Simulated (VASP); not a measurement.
# Be in VASP: further runs

Runs on Be. Level: PBE. Tasks: relaxation of cell and atoms, single point.

All numbers are computed with VASP 6.6.1; they aren't measurements. Logs are shortened: lines on timing, memory, paths and dates and some standing lists are left out, and cuts for length are marked.

### Step 1. The cell of the first run

It takes space group Fm-3m (No. 225, cubic). Conventional cell: a = 3.157 Å, b = 3.157 Å, c = 3.157 Å, α = 90.00°, β = 90.00°, γ = 90.00°. Within 3.0 Å of Be (site symmetry m-3m) lie 12 Be at 2.23 Å.

### Step 2. Relaxation of cell and atoms, PBE

File INCAR:

```
PREC = Accurate ; ENCUT = 600
EDIFF = 1E-6 ; ISMEAR = 0
SIGMA = 0.1 ; LREAL = False
LASPH = True ; NELM = 100
ALGO = Normal ; ISIF = 3
LWAVE = False ; LCHARG = False
GGA = PE ; IBRION = 2
NSW = 100 ; EDIFFG = -0.01
```

File KPOINTS:

```
Automatic mesh
0
Gamma
  30 30 30
```

File POSCAR:

```
Be
1.0
    0.0000000000      1.5785816929      1.5785816929
    1.5785816929      0.0000000000      1.5785816929
    1.5785816929      1.5785816929      0.0000000000
Be
1
Direct
    0.0000000000      0.0000000000      0.0000000000
```

Potentials or basis: VASP PAW PBE potentials, release 64 (Be).

Run with:

```bash
> cat potpaw_PBE.64/Be/POTCAR > POTCAR
> mpirun -np 1 vasp_std > vasp.out
```

OUTCAR:

```text
PREC = Accurate
   ENCUT = 600
   EDIFF = 1E-6
   ISMEAR = 0
   LREAL = False
   LASPH = True
   NELM = 100
   ISIF = 3
   GGA = PE
   IBRION = 2
   NSW = 100
   EDIFFG = -0.01

 ion  position               nearest neighbor table
   1  0.000  0.000  0.000-

  LATTYP: Found a face centered cubic cell.
 ALAT       =     3.1571633858

  Lattice vectors:

 A1 = (   0.0000000000,   1.5785816929,   1.5785816929)
 A2 = (   1.5785816929,   0.0000000000,   1.5785816929)
 A3 = (   1.5785816929,   1.5785816929,   0.0000000000)

Analysis of symmetry for initial positions (statically):
=====================================================================
 Subroutine PRICEL returns:
 Original cell was already a primitive cell.

 Routine SETGRP: Setting up the symmetry group for a
 face centered cubic supercell.

 Subroutine GETGRP returns: Found 48 space group operations
 (whereof 48 operations were pure point group operations)
 out of a pool of 48 trial point group operations.

The static configuration has the point symmetry O_h .

Analysis of symmetry for dynamics (positions and initial velocities):
=====================================================================
 Subroutine PRICEL returns:
 Original cell was already a primitive cell.

 Routine SETGRP: Setting up the symmetry group for a
 face centered cubic supercell.

 Subroutine GETGRP returns: Found 48 space group operations
 (whereof 48 operations were pure point group operations)
 out of a pool of 48 trial point group operations.

The dynamic configuration has the point symmetry O_h .

 Subroutine INISYM returns: Found 48 space group operations
 (whereof 48 operations are pure point group operations),
 and found     1 'primitive' translations

----------------------------------------------------------------------------------------

                                     Primitive cell

  volume of cell :       7.8674

  direct lattice vectors                    reciprocal lattice vectors
     0.000000000  1.578581693  1.578581693    -0.316740022  0.316740022  0.316740022
     1.578581693  0.000000000  1.578581693     0.316740022 -0.316740022  0.316740022
     1.578581693  1.578581693  0.000000000     0.316740022  0.316740022 -0.316740022

  length of vectors
     2.232451639  2.232451639  2.232451639     0.548609811  0.548609811  0.548609811

[... 77 lines left out ...]
   NELM   =    100;   NELMIN=  2; NELMDL= -5     # of ELM steps
   EDIFF  = 0.1E-05   stopping-criterion for ELM
   LREAL  =      F    real-space projection
   EDIFFG = -.1E-01   stopping-criterion for IOM
   NSW    =    100    number of steps for IOM
   IBRION =      2    ionic relax: 0-MD 1-quasi-New 2-CG
   NFREE  =      1    steps in history (QN), initial steepest desc. (CG)
   ISIF   =      3    stress and relaxation
   ISYM   =      2    0-nonsym 1-usesym 2-fastsym
   POTIM  = 0.5000    time-step for ionic-motion
   TEBEG  =    0.0;   TEEND  =   0.0 temperature during run
   PSTRESS=    0.0 pullay stress
   NELECT =       2.0000    total number of electrons
   NUPDOWN=      -1.0000    fix difference up-down
   EMIN   =  10.00;   EMAX   =-10.00  energy-range for DOS
   EFERMI =   0.00;   METHOD = LEGACY
   ISMEAR =     0;   SIGMA  =   0.10  broadening in eV -4-tet -1-fermi 0-gaus
   EFERMI_NEDOS =   21; number of points for ismear=-14 and -15
   IALGO  =     38    algorithm
   IMIX   =      4    mixing-type and parameters
     AMIX     =   0.40;   BMIX     =  1.00
     AMIX_MAG =   1.60;   BMIX_MAG =  1.00
  volume/ion in A,a.u.               =       7.87        53.09
  Fermi-wavevector in a.u.,A,eV,Ry     =   1.037069  1.959777 14.633238  1.075513
  Thomas-Fermi vector in A             =   2.171490
   LORBIT       =      0    0 simple, 1 ext, 2 COOP (PROOUT), +10 PAW based schemes
   GGA     = PE    functional components
   LHFCALC =     F    Hartree Fock is set to
   AEXX    =    0.0000 exact exchange contribution
   IVDW    =     0    specifies the selected vdW correction
   LEPSILON=     F    determine dielectric tensor
   LRPA    =     F    only Hartree local field effects (RPA)
 conjugate gradient relaxation of ions
 non-spin polarized calculation
 Gauss-broadening in eV      SIGMA  =   0.10
  energy-cutoff  :      600.00
  volume of cell :        7.87
 maximum number of plane-waves:       276
 NGX is ok and might be reduce to    18

 number of electron       2.0000000 magnetization

 Free energy of the ion-electron system (eV)
  ---------------------------------------------------
  ext. energy  EPLUGINS =         0.00000000
  ---------------------------------------------------
  free energy    TOTEN  =        -3.68610794 eV

  energy without entropy =       -3.68563305  energy(sigma->0) =       -3.68587049

 E-fermi :   7.5794     XC(G=0): -10.6262

 val. band max:        7.5779351973   @ k =   0.5000   0.0000   0.0000
 cond. band min:       7.5947204889   @ k =  -0.3667   0.3333   0.0000
 fundamental gap:      0.0167852916
 Fermi energy:         7.5793949685

 k-point     1 :       0.0000    0.0000    0.0000
  band No.  band energies     occupation
      1      -4.3162      2.00000
      2      27.0189      0.00000
      3      27.0189      0.00000
      4      27.0189      0.00000
      5      36.6925      0.00000
[... 177 lines left out ...]
 k-point    24 :       0.2667    0.0333    0.0000
  band No.  band energies     occupation
      1      -2.1233      2.00000
      2      16.4765      0.00000
      3      24.3196      0.00000
      4      25.5227      0.00000
      5      35.1354      0.00000

 [... further k-points ...]

------------------------ aborting loop because EDIFF is reached ----------------------------------------

  FORCE on cell =-STRESS in cart. coord.  units (eV):
  Direction    XX          YY          ZZ          XY          YZ          ZX
  --------------------------------------------------------------------------------------
  -------------------------------------------------------------------------------------
  Total        0.0046464      0.0046464      0.0046464      0.0000000      0.0000000      0.0000000
  in kB        0.9462323      0.9462323      0.9462323      0.0000000      0.0000000      0.0000000
  external PRESSURE =       0.9462323 kB  Pullay stress =       0.0000000 kB

 VOLUME and BASIS-vectors are now :
 -----------------------------------------------------------------------------
  energy-cutoff  :      600.00
  volume of cell :        7.87
      direct lattice vectors                 reciprocal lattice vectors
     0.000000000  1.578581693  1.578581693    -0.316740022  0.316740022  0.316740022
     1.578581693  0.000000000  1.578581693     0.316740022 -0.316740022  0.316740022
     1.578581693  1.578581693  0.000000000     0.316740022  0.316740022 -0.316740022

 POSITION                                       TOTAL-FORCE (eV/Angst)
 -----------------------------------------------------------------------------------
      0.00000      0.00000      0.00000         0.000000      0.000000     -0.000000
 -----------------------------------------------------------------------------------
    total drift:                                0.000000      0.000000      0.000000

  FREE ENERGIE OF THE ION-ELECTRON SYSTEM (eV)
  ---------------------------------------------------
  free  energy   TOTEN  =        -3.6861079380 eV

  energy  without entropy=       -3.6856330502  energy(sigma->0) =       -3.68587049

 reached required accuracy - stopping structural energy minimisation
```

OSZICAR:

```text
N       E                     dE             d eps       ncg     rms          rms(c)
DAV:   1    -0.158110335036E+01   -0.15811E+01   -0.11931E+03  7900   0.364E+02
DAV:   2    -0.370639538782E+01   -0.21253E+01   -0.18965E+01 10215   0.415E+01
DAV:   3    -0.371677500833E+01   -0.10380E-01   -0.10379E-01  8845   0.244E+00
DAV:   4    -0.371678204745E+01   -0.70391E-05   -0.70386E-05 10655   0.582E-02
DAV:   5    -0.371678204745E+01   -0.37907E-11   -0.14246E-08  8900   0.515E-04    0.790E-01
DAV:   6    -0.369469040221E+01    0.22092E-01   -0.26552E-03  7910   0.712E-01    0.486E-01
DAV:   7    -0.368610871961E+01    0.85817E-02   -0.24740E-03  7910   0.719E-01    0.261E-02
DAV:   8    -0.368610793798E+01    0.78164E-06   -0.18369E-06  8495   0.116E-02
   1 F= -.36861079E+01 E0= -.36858705E+01  d E =-.368611E+01
```

It took 11 s on 1 thread of Intel Xeon 6975P-C (Granite Rapids), shared host; peak memory 0.14 GiB.

Results:

```yaml
Free_energy: -3.6861 eV
Pressure_after_relaxing: 0.1 GPa
Band_gap_on_the_k_mesh: zero (band 1 reaches 8.19 eV, above the bottom of band 2 at 7.49 eV)
```

Final structure:
```
Be
1.0
     0.00000    1.57858    1.57858
     1.57858    0.00000    1.57858
     1.57858    1.57858    0.00000
Be
1
Direct
  0.00000 0.00000 0.00000
```

Caveat: the relaxation stopped at its first step, so nothing moved.

### Step 3. Single point, PBE

This run uses another cell than the first one: it holds 8 atoms, not 1.

File INCAR:

```
SYSTEM = Be
PREC = Accurate ; ENCUT = 520
EDIFF = 1E-6 ; ISMEAR = 0
SIGMA = 0.2 ; LREAL = .False.
LASPH = .True. ; NELM = 80
ALGO = Normal ; ISIF = 2
LWAVE = .False. ; LCHARG = .False.
GGA = PE ; NBANDS = 18
```

File KPOINTS:

```
regular mesh
0
Gamma
  6 6 6
  0 0 0
```

File POSCAR:

```
Be
1.0
    0.0011822941      3.1584942239      3.1583219776
    3.1586928232      0.0008917641      3.1585976342
    3.1598794994      3.1599509885     -0.0002902930
Be
8
Direct
    0.0000935191      0.0000431005     -0.0000312824
    1.0000162359      0.0000597951      0.4999352375
    0.9999446452      0.4999321412      0.0001124369
    0.9999199696      0.4999639763      0.5000173054
    0.4999248913      0.9999640344      0.0000283252
    0.4999595393     -0.0000671878      0.5001245084
    0.5000053568      0.5000582348     -0.0001045448
    0.5001358428      0.5000459054      0.4999180137
```

Potentials or basis: VASP PAW PBE potentials, release 64 (Be).

Run with:

```bash
> cat potpaw_PBE.64/Be/POTCAR > POTCAR
> mpirun -np 1 vasp_std > vasp.out
```

Wall time 36 s (1 thread of Intel Xeon 6975P-C (Granite Rapids), shared host); peak memory 0.24 GiB.

The run converged. Its results:

```
Free energy            : -29.5434 eV
Pressure               : 0.2 GPa
Largest force          : 0.007 eV/Å
Band gap on the k mesh : zero (band 8 reaches 8.51 eV, above the bottom of band 9 at 7.55 eV)
```

Forces in eV/Å, atoms in the order of the input:
```
Be   0.000 -0.002 -0.005
Be   0.000  0.002 -0.003
Be  -0.002 -0.002  0.005
Be   0.001  0.002  0.005
Be   0.000  0.002  0.004
Be  -0.002 -0.003  0.004
Be   0.001  0.003 -0.003
Be   0.001 -0.002 -0.007
```

Stress tensor (GPa, compression positive):
```
 0.19 -0.10  0.00
-0.10  0.18  0.02
 0.00  0.02  0.20
```

Levels at points of the mesh, in eV from the Fermi level:
| k point | band 6 | band 7 | band 8 | band 9 | band 10 | band 11 |
| --- | --- | --- | --- | --- | --- | --- |
| (0.00, 0.00, 0.00) | -2.71 | -2.71 | -2.71 | -0.05 | -0.04 | -0.03 |
| (0.50, 0.00, 0.00) | -4.43 | -4.42 | -4.42 | 2.60 | 2.60 | 2.60 |
| (0.00, 0.50, 0.00) | -4.43 | -4.42 | -4.42 | 2.59 | 2.60 | 2.60 |
| (0.50, 0.50, 0.00) | -6.36 | 0.91 | 0.91 | 0.92 | 0.92 | 3.08 |
| (0.00, 0.00, 0.50) | -4.42 | -4.42 | -4.42 | 2.59 | 2.59 | 2.60 |
| (0.50, 0.00, 0.50) | -6.36 | 0.91 | 0.91 | 0.91 | 0.92 | 3.08 |
| (0.00, 0.50, 0.50) | -6.36 | 0.91 | 0.91 | 0.91 | 0.91 | 3.08 |
| (0.50, 0.50, 0.50) | -4.42 | -4.42 | -4.42 | 2.59 | 2.59 | 2.61 |

[end of part 1 of 2]
